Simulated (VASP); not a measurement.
Write the native input for VASP 6.6.1 that does the following.

* Task: relaxation of cell and atoms
* Functional: PBE
* Potentials or basis: VASP PAW PBE potentials, release 64 (Si, C)
* Cutoff: 600 eV
* k mesh: 15 × 15 × 15
* Occupations: fermi-dirac, width 0.05 eV
* Spin: no spin polarisation
* Dipole correction: no
* Further INCAR settings: ALGO = Normal; EDIFF = 1e-06; IBRION = 2; EDIFFG = -0.005; NSW = 60; ISIF = 3

The structure of SiC (zincblende type) lies in POSCAR:

```
SiC
1.0
    0.0000000000      2.1616189057      2.1616189057
    2.1616189057      0.0000000000      2.1616189057
    2.1616189057      2.1616189057      0.0000000000
Si C
1 1
Direct
    0.0000000000      0.0000000000      0.0000000000
    0.2500000000      0.2500000000      0.2500000000
```

These files were run (other wordings do the same):

INCAR

```
SYSTEM = SiC
PREC     = Accurate       ! precision mode
ENCUT    = 600            ! plane-wave cutoff, eV
EDIFF    = 1E-6           ! SCF threshold, eV
ISMEAR   = -1             ! smearing method
SIGMA    = 0.05           ! smearing width, eV
LREAL    = .FALSE.        ! projectors in reciprocal space
LASPH    = .TRUE.         ! aspherical terms in the spheres
NELM     = 60             ! most SCF steps
ALGO     = Normal         ! electronic algorithm
ISIF     = 3              ! what is computed and relaxed
LWAVE    = .FALSE.        ! write WAVECAR
LCHARG   = .FALSE.        ! write CHGCAR
GGA      = PE             ! functional
IBRION   = 2              ! ionic algorithm
NSW      = 60             ! ionic steps
EDIFFG   = -0.005         ! ionic threshold
```

KPOINTS

```
Automatic mesh
0
G
  15 15 15
  0 0 0
```

Potentials or basis: VASP PAW PBE potentials, release 64 (Si, C).

Launch:

```sh
$ cat potpaw_PBE.64/Si/POTCAR potpaw_PBE.64/C/POTCAR > POTCAR
$ mpirun -np 1 vasp_std > vasp.out
```

Results of the run:

```
Relaxed volume                         : 10.50 Å³/atom
Relaxed cell                           : a = 3.096 Å, b = 3.096 Å, c = 3.096 Å, α = 60.00°, β = 60.00°, γ = 60.00°
Space group after relaxing (to 0.05 Å) : F-43m (No. 216)
Energy gained by relaxing              : 10.4 meV/atom
Ionic steps                            : 3
Pressure after relaxing                : 0.0 GPa
Band gap on the k mesh                 : 1.42 eV, indirect (least direct gap 4.56 eV)
```

Run time: 19 s on 1 thread of Intel(R) Xeon(R) Platinum 8488C (Sapphire Rapids) (shared host), peak memory 0.15 GiB.
